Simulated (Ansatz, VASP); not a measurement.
## One calculation of CdTe, two programs

```
CELL_PARAMETERS angstrom
0.00000 3.20500 3.12487
3.20500 0.00000 3.12487
3.20500 3.20500 0.00000
ATOMIC_POSITIONS crystal
Cd 0.00000 0.00000 0.00000
Te 0.75000 0.75000 0.75000
```

Change from the starting cell: strain +0.000 along x and y, -0.025 along z, atoms carried along.

Alike in both runs: task single point; functional r2SCAN; k mesh 8 × 8 × 8; occupations gaussian, width 0.05 eV; no spin polarisation.

|  | VASP | Ansatz |
| --- | --- | --- |
| version | VASP 6.6.1 | Ansatz 0.2.0 |
| potentials or method | VASP PAW PBE potentials, release 64 (Cd, Te), cutoff 520 eV | scalar-relativistic, plane waves, PAW |
| valence electrons in the cell | 18 | 36 |

```tsv
	VASP	Ansatz	Ansatz less VASP
gap on the k mesh at the Fermi level (eV)	1.41	1.41	+0.002
least direct gap on the mesh (eV)	1.41	1.41	+0.002
pressure (GPa)	4.8	4.7	-0.16
traceless stress, the component that is largest in VASP (GPa)	0.20	0.20	-0.002
```

VASP's potentials were made for PBE, not for r2SCAN. With one functional, cell and mesh, what is left measures potentials, basis and numerics. VASP's potentials hold 18 valence electrons a cell and Ansatz's 36, so a difference there can come from the potentials and not from the codes.

Neither program's run includes spin-orbit coupling.
